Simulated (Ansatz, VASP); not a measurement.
## HfN: VASP beside Ansatz

```xyz
2
Lattice="0.0000 2.2741 2.2741 2.2741 0.0000 2.2741 2.2741 2.2741 0.0000" Properties=species:S:1:pos:R:3 pbc="T T T"
Hf    0.0000    0.0000    0.0000
N     2.2741    2.2741    2.2741
```

Alike in both runs: functional PBE; k mesh 15 × 15 × 15; occupations fermi-dirac, width 0.1 eV; no spin polarisation.

Ansatz relaxed the structure, and its values are those at the end. VASP's run is a single point on that final structure, the one shown.

|  | VASP | Ansatz |
| --- | --- | --- |
| version | VASP 6.6.1 | Ansatz 0.2.0 |
| potentials or method | VASP PAW PBE potentials, release 64 (Hf_pv, N) | PAW with Ansatz's default frozen-core files, scalar-relativistic |
| plane-wave cutoff (eV) | 520 | 420 |
| valence electrons in the cell | 15 | 31 |

Ansatz gave:

| Property | Result |
| --- | --- |
| pressure (GPa) | 0.0 |

Q: What did VASP give for the same quantities?

A: Pressure (GPa): -2.3.

With one functional, cell and mesh, what is left measures potentials, basis and numerics. VASP's potentials hold 15 valence electrons a cell and Ansatz's 31, so a difference there can come from the potentials and not from the codes.

Neither program's run includes spin-orbit coupling.
